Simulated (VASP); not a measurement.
A run of VASP 6.6.1:

Contents of INCAR:

```
SYSTEM = TePb
PREC     = Accurate       ! precision mode
ENCUT    = 520            ! plane-wave cutoff, eV
EDIFF    = 1E-8           ! SCF threshold, eV
ISMEAR   = -1             ! smearing method
SIGMA    = 0.05           ! smearing width, eV
LREAL    = .FALSE.        ! projectors in reciprocal space
LASPH    = .TRUE.         ! aspherical terms in the spheres
NELM     = 100            ! most SCF steps
ALGO     = Normal         ! electronic algorithm
ISIF     = 2              ! what is computed and relaxed
LWAVE    = .FALSE.        ! write WAVECAR
LCHARG   = .FALSE.        ! write CHGCAR
LEFG     = .TRUE.       
NBANDS   = 17             ! bands
```

The input KPOINTS:

```
regular mesh
0
G
  10 10 10
  0 0 0
```

The input POSCAR:

```
TePb
1.0
    0.0000000000      3.6673972383      3.6673972383
    3.6673972383      0.0000000000      3.6673972383
    3.6673972383      3.6673972383      0.0000000000
Pb Te
1 1
Direct
    0.0000000000      0.0000000000      0.0000000000
    0.2500000000      0.2500000000      0.2500000000
```

Potentials or basis: VASP PAW LDA potentials, release 64 (Pb_d, Te).

Command:

```sh
$ cat potpaw_LDA.64/Pb_d/POTCAR potpaw_LDA.64/Te/POTCAR > POTCAR
$ mpirun -np 1 vasp_std > vasp.out
```

Hardware: 1 thread of Intel(R) Xeon(R) 6975P-C (Granite Rapids), with other jobs on the host.

**Question.** Estimate the wall time of this run.

**Answer.** It took 33 s on 1 thread of Intel(R) Xeon(R) 6975P-C (Granite Rapids), on a shared host, peak memory 0.25 GiB. Counts: scf iterations 15, k points 47.
